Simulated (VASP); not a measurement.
A run of VASP 6.6.1:

INCAR

```
SYSTEM = Mg
PREC = Accurate ; ENCUT = 520
EDIFF = 1E-7 ; ISMEAR = -1
SIGMA = 0.05 ; LREAL = .FALSE.
LASPH = .TRUE. ; NELM = 100
ALGO = Normal ; ISIF = 2
LWAVE = .FALSE. ; LCHARG = .FALSE.
GGA = PE ; NBANDS = 9
```

The input KPOINTS:

```
Automatic mesh
0
G
  10 10 5
  0 0 0
```

POSCAR

```
Mg
1.0
    3.2093000000      0.0000000000      0.0000000000
   -1.6046500000      2.7793353284      0.0000000000
    0.0000000000      0.0000000000      5.2103000000
Mg
2
Direct
    0.6716710000      0.3385810000      0.7543150000
    0.3365900000      0.6809960000      0.2431600000
```

Potentials or basis: VASP PAW PBE potentials, release 64 (Mg).

Run with:

```bash
$ cat potpaw_PBE.64/Mg/POTCAR > POTCAR
$ mpirun -np 1 vasp_std > vasp.out
```

Hardware: 1 thread of Intel(R) Xeon(R) Platinum 8259CL CPU @ 2.50GHz (Skylake/Cascade Lake) (shared host).

Problem. Estimate the wall time of this run.

Solution. It took 40 s on 1 thread of Intel(R) Xeon(R) Platinum 8259CL CPU @ 2.50GHz (Skylake/Cascade Lake), with other jobs on the host, peak memory 0.23 GiB. Counts: scf iterations 11, k points 252.
